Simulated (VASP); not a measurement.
A run of VASP 6.6.1 is set up as follows.

The input INCAR:

```
SYSTEM = HfO2
PREC     = Accurate       ! precision mode
ENCUT    = 520            ! plane-wave cutoff, eV
EDIFF    = 1E-7           ! SCF threshold, eV
ISMEAR   = 0              ! smearing method
SIGMA    = 0.05           ! smearing width, eV
LREAL    = .FALSE.        ! projectors in reciprocal space
LASPH    = .TRUE.         ! aspherical terms in the spheres
NELM     = 60             ! most SCF steps
ALGO     = Normal         ! electronic algorithm
ISIF     = 2              ! what is computed and relaxed
LWAVE    = .FALSE.        ! write WAVECAR
LCHARG   = .FALSE.        ! write CHGCAR
GGA      = PE             ! functional
NBANDS   = 56             ! bands
```

File KPOINTS:

```
Automatic mesh
0
G
  6 6 2
  0 0 0
```

The input POSCAR:

```
HfO2
1.0
   -3.6043047991      0.0000000000      0.0000000000
    0.0000000000     -3.6043047991      0.0000000000
    0.0000000000      0.0000000000     10.5279346079
Hf O
4 8
Direct
    0.5000000000      0.5000000000      0.2500000000
    0.5000000000      0.5000000000      0.7500000000
    1.0000000000      1.0000000000      0.5000000000
    1.0000000000      1.0000000000      0.0000000000
    0.0000000000      0.5000000000      0.3466260466
    0.0000000000      0.5000000000      0.8466260466
    0.5000000000      0.0000000000      0.4033739534
    0.5000000000      0.0000000000      0.9033739534
    0.5000000000      0.0000000000      0.1533739534
    0.5000000000      0.0000000000      0.6533739534
    0.0000000000      0.5000000000      0.0966260466
    0.0000000000      0.5000000000      0.5966260466
```

Potentials or basis: VASP PAW PBE potentials, release 64 (Hf_pv, O).

Run with:

```console
$ cat potpaw_PBE.64/Hf_pv/POTCAR potpaw_PBE.64/O/POTCAR > POTCAR
$ mpirun -np 1 vasp_std > vasp.out
```

Question: Predict the pressure.

Answer: -3.1 GPa.

Question: Predict the band gap on the k mesh.

Answer: 4.65 eV.

Question: Predict the largest force.

Answer: 0.049 eV/Å.

Forces in eV/Å, atoms in the order of the input:
```
Hf   0.000  0.000  0.000
Hf   0.000  0.000  0.000
Hf   0.000  0.000  0.000
Hf   0.000  0.000  0.000
O    0.000  0.000 -0.049
O    0.000  0.000 -0.049
O    0.000  0.000  0.049
O    0.000  0.000  0.049
O    0.000  0.000  0.049
O    0.000  0.000  0.049
O    0.000  0.000 -0.049
O    0.000  0.000 -0.049
```

Caveat: the cell stands under tension; spin-orbit coupling is left out, which moves the levels of the heavy elements. A k mesh can miss the band edges.
